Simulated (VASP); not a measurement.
## BaO (rock salt type): single point with HSE06

The system is BaO (rock salt type).

```xyz
2
Lattice="0.0000 2.7950 2.7950 2.7950 0.0000 2.7950 2.7950 2.7950 0.0000" Properties=species:S:1:pos:R:3 pbc="T T T"
Ba    0.0000    0.0000    0.0000
O     2.7950    2.7950    2.7950
```

| Item | Value |
| --- | --- |
| Program | VASP 6.6.1 |
| Task | single point |
| Functional | HSE06 |
| Potentials or basis | VASP PAW PBE potentials, release 64 (Ba_sv, O) |
| Cutoff | 520 eV |
| k mesh | 6 × 6 × 6 |
| Occupations | fermi-dirac, width 0.02 eV |
| Spin | no spin polarisation |
| Dipole correction | no |
| Grid for exact exchange (PRECFOCK) | Normal |
| Further INCAR settings | ALGO = Normal; EDIFF = 1e-06; NBANDS = 15 |
| Share of exact exchange | 0.25 |
| Screening parameter | 0.2079 1/Å |

The pressure is -0.8 GPa and the band gap on the k mesh is 3.34 eV.

Levels at points of the mesh, in eV from the valence-band top:
| k point | band 6 | band 7 | band 8 | band 9 | band 10 | band 11 |
| --- | --- | --- | --- | --- | --- | --- |
| (0.00, 0.00, 0.00) | -0.32 | -0.32 | -0.32 | 4.75 | 6.12 | 6.12 |
| (0.50, 0.00, 0.00) | -1.97 | -1.46 | -1.46 | 6.33 | 8.66 | 8.66 |
| (0.50, 0.50, 0.00) | -0.14 | -0.14 | 0.00 | 3.34 | 7.36 | 10.38 |

Run time: 42 min on 1 thread of AMD EPYC 7R13 Processor (Zen 3), on a shared host, peak memory 0.26 GiB.

Caveat: the PAW data sets were made with another functional, which shifts forces and pressure a little; spin-orbit coupling is left out, which moves the levels of the heavy elements. A k mesh can miss the band edges.
